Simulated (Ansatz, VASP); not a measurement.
P: VASP beside Ansatz

```
CELL_PARAMETERS angstrom
4.33700 0.00000 0.00000
0.00000 4.33700 0.00000
0.00000 0.00000 4.44367
ATOMIC_POSITIONS crystal
P 0.00000 0.00000 0.00000
```

Change from the starting cell: strain +0.015 along x and y, +0.015 along z, atoms carried along.

Alike in both runs: task single point; functional PBEsol; dispersion D3(BJ); k mesh 12 × 12 × 12; occupations gaussian, width 0.15 eV; no spin polarisation.

|  | VASP | Ansatz |
| --- | --- | --- |
| version | VASP 6.6.1 | Ansatz 0.2.0 |
| potentials or method | VASP PAW PBE potentials, release 64 (P), cutoff 520 eV | scalar-relativistic, plane waves, PAW |
| valence electrons in the cell | 5 | 5 |

Ansatz gave:

* gap on the k mesh at the Fermi level (eV): none
* pressure (GPa): -3.6
* traceless stress, the component that is largest in VASP (GPa): 0.26

Task: Which values does VASP return?

Result: gap on the k mesh at the Fermi level (eV): none; pressure (GPa): -3.7; traceless stress, the component that is largest in VASP (GPa): 0.26.

VASP's potentials were made for PBE, not for PBEsol. A gap of «none» marks a metal or a gap that the smearing closes.
